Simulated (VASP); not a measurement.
Input of a VASP 6.6.1 run:

The input POSCAR:

```
Ti2O
1.0
    2.9193980238      0.0000000000      0.0000000000
   -1.4596990119      2.5282728524      0.0000000000
    0.0000000000      0.0000000000      4.7130000000
Ti O
2 1
Direct
    0.6666666667      0.3333333333      0.2787400000
    0.3333333333      0.6666666667      0.7212600000
    0.0000000000      0.0000000000      0.0000000000
```

INCAR.step1

```
SYSTEM = Ti2O
  ALGO = Normal
  EDIFF = 1E-4
  ENCUT = 600
  GGA = PE
  ISMEAR = 0
  LASPH = .True.
  LCHARG = .False.
  LREAL = .False.
  LWAVE = .True.
  NELM = 80
  PREC = Accurate
  SIGMA = 0.1
```

The input INCAR.step2:

```
SYSTEM = Ti2O
  ALGO = Normal
  EDIFF = 1E-6
  EDIFFG = -0.04
  ENCUT = 600
  IBRION = 2
  ISIF = 3
  ISMEAR = 0
  ISTART = 1
  LASPH = .True.
  LCHARG = .False.
  LMIXTAU = .True.
  LREAL = .False.
  LWAVE = .False.
  METAGGA = R2SCAN
  NELM = 80
  NSW = 90
  PREC = Accurate
  SIGMA = 0.1
```

KPOINTS

```
k-points
0
Gamma
  6 6 4
  0 0 0
```

Potentials or basis: VASP PAW PBE potentials, release 64 (Ti_sv, O).

Command:

```console
$ cat potpaw_PBE.64/Ti_sv/POTCAR potpaw_PBE.64/O/POTCAR > POTCAR
$ cp INCAR.step1 INCAR
$ mpirun -np 1 vasp_std > vasp.out
$ cp INCAR.step2 INCAR
$ mpirun -np 1 vasp_std > vasp.out
```

Predict the band gap on the k mesh.

zero (band 15 reaches 10.41 eV, above the bottom of band 16 at 9.53 eV).

What does it give for the space group after relaxing (to 0.05 Å)?

P-3m1 (No. 164).

Predict the relaxed cell.

a = 2.961 Å, b = 2.961 Å, c = 4.804 Å, α = 90.00°, β = 90.00°, γ = 120.00°.

Final structure:
```
CELL_PARAMETERS angstrom
2.96051 0.00000 0.00000
-1.48025 2.56388 0.00000
0.00000 0.00000 4.80404
ATOMIC_POSITIONS crystal
Ti 0.66667 0.33333 0.26856
Ti 0.33333 0.66667 0.73144
O 0.00000 0.00000 0.00000
```

Caveat: the k points lie up to 0.41 Å⁻¹ apart in the final cell. Zero-point motion and thermal expansion aren't in these numbers.
